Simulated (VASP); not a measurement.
Re2B:

```
Re B
1.0
     4.72758    0.00000    0.00000
     0.00000    5.15320    0.00000
     0.00000    0.00000    3.06482
Re B
4 2
Direct
  0.26742 0.85917 0.50000
  0.76742 0.64083 0.00000
  0.73258 0.14083 0.50000
  0.23258 0.35917 0.00000
  0.50000 0.50000 0.50000
  0.00000 0.00000 0.00000
```

Base run:

| Quantity | Value |
| --- | --- |
| Program | VASP 6.6.1 |
| Functional | PBE |
| Potentials or basis | VASP PAW PBE potentials, release 64 (Re_sv_GW, B) |
| Cutoff | 500 eV |
| k mesh | 4 × 4 × 6 |
| Occupations | gaussian, width 0.1 eV |
| Spin | no spin polarisation |

Its results: band gap on the k mesh zero (band 33 reaches 13.46 eV, above the bottom of band 34 at 11.10 eV); pressure -1.7 GPa; largest force 0.010 eV/Å.

The run is repeated on the same cell with these changes: potentials or basis from VASP PAW PBE potentials, release 64 (Re_sv_GW, B) to VASP PAW PBE potentials, release 64 (Re, B); cutoff from 500 eV to 520 eV; further incar settings from ALGO = Normal; EDIFF = 1e-06; NBANDS = 42 to ALGO = Normal; EDIFF = 1e-06; NBANDS = 26; valence electrons from 66 to 34. What comes out?

Band gap on the k mesh zero (band 17 reaches 9.35 eV, above the bottom of band 18 at 6.99 eV); pressure 1.1 GPa; largest force 0.073 eV/Å.

Caveats: spin-orbit coupling is left out, which moves the levels of the heavy elements.
